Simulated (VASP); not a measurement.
Si8Ni4B (a cell with a defect): single point with PBEsol

System: Si8Ni4B (a cell with a defect).

```
Si Ni B
1.0
     5.44288    0.00000    0.00000
     0.00000    5.44288    0.00000
     0.00000    0.00000    5.44288
Si Ni B
8 4 1
Direct
  0.28938 0.20041 0.25368
  0.20454 0.72706 0.80972
  0.70356 0.24581 0.72097
  0.68390 0.79962 0.28238
  0.19752 0.27121 0.75961
  0.21441 0.72967 0.27267
  0.88836 0.40022 0.15863
  0.71318 0.76293 0.78268
  0.97914 0.01242 0.02246
  0.95338 0.53257 0.53373
  0.42802 0.97696 0.56511
  0.49679 0.49552 0.02655
  0.63452 0.14216 0.11694
```

```yaml
Program: VASP 6.6.1
Task: single point
Functional: PBEsol
Potentials_or_basis: VASP PAW PBE potentials, release 64 (Si, Ni, B)
Cutoff: 520 eV
k_mesh: 3 × 3 × 3
Occupations: methfessel-paxton, width 0.1 eV
Spin: no spin polarisation
Dipole_correction: no
Further_INCAR_settings: ALGO = Normal; EDIFF = 1e-06; NBANDS = 50
```

* Pressure: 6.1 GPa
* Largest force: 0.087 eV/Å
* Band gap on the k mesh: zero (an odd number of electrons rules out a gap without spin polarisation)

Forces on the atoms (eV/Å):
```
Si  -0.005  0.017  0.010
Si   0.010  0.069 -0.052
Si  -0.024  0.024 -0.031
Si   0.026 -0.045  0.035
Si   0.010 -0.058 -0.008
Si  -0.021 -0.018  0.052
Si  -0.030  0.026  0.064
Si  -0.016 -0.001 -0.003
Ni  -0.026  0.016  0.030
Ni   0.037 -0.003  0.024
Ni   0.011 -0.020 -0.030
Ni   0.013 -0.032 -0.017
B    0.013  0.025 -0.073
```

Stress tensor (GPa, compression positive):
```
6.15 2.26 0.48
2.26 5.37 1.39
0.48 1.39 6.78
```

Levels at points of the mesh, in eV from the Fermi level:
```tsv
k point	band 35	band 36	band 37	band 38	band 39	band 40	band 41	band 42
(0.00, 0.00, 0.00)	-0.89	-0.69	-0.59	-0.44	0.01	1.01	1.39	1.68
```

Wall time 70 s on 1 thread of Intel(R) Xeon(R) 6975P-C (Granite Rapids) (shared host), peak memory 0.28 GiB.

Caveat: the k points lie up to 0.38 Å⁻¹ apart, too coarse for converged energies and pressures of a metal; the PAW data sets were made with another functional, which shifts forces and pressure a little. Spin polarisation is off, so any magnetic state and its effect on volume and gap are missing.
